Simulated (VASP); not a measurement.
Here is a VASP 6.6.1 calculation.

Contents of INCAR:

```
  PREC = Accurate
  ENCUT = 520
  EDIFF = 1E-6
  ISMEAR = 0
  SIGMA = 0.1
  LREAL = False
  LASPH = True
  NELM = 60
  ALGO = Normal
  ISIF = 2
  LWAVE = False
  LCHARG = True
  GGA = PS
  LELF = True
  LVHAR = True
  NBANDS = 15
```

File KPOINTS:

```
Automatic mesh
0
Gamma
  6 6 6
```

POSCAR

```
RbBr
1.0
    4.2267555567      0.0000000000      0.0000000000
    0.0000000000      4.2267555567      0.0000000000
    0.0000000000      0.0000000000      4.2267555567
Rb Br
1 1
Direct
    0.0000000000      0.0000000000      0.0000000000
    0.5000000000      0.5000000000      0.5000000000
```

Potentials or basis: VASP PAW PBE potentials, release 64 (Rb_sv, Br).

Run with:

```bash
$ cat potpaw_PBE.64/Rb_sv/POTCAR potpaw_PBE.64/Br/POTCAR > POTCAR
$ mpirun -np 1 vasp_std > vasp.out
```

**Question.** Estimate the band gap on the k mesh.

**Answer.** 3.69 eV, indirect (least direct gap 3.84 eV).

**Question.** What does it give for the pressure?

**Answer.** -1.4 GPa.

Caveat: the PAW data sets were made with another functional, which shifts forces and pressure a little. A k mesh can miss the band edges.
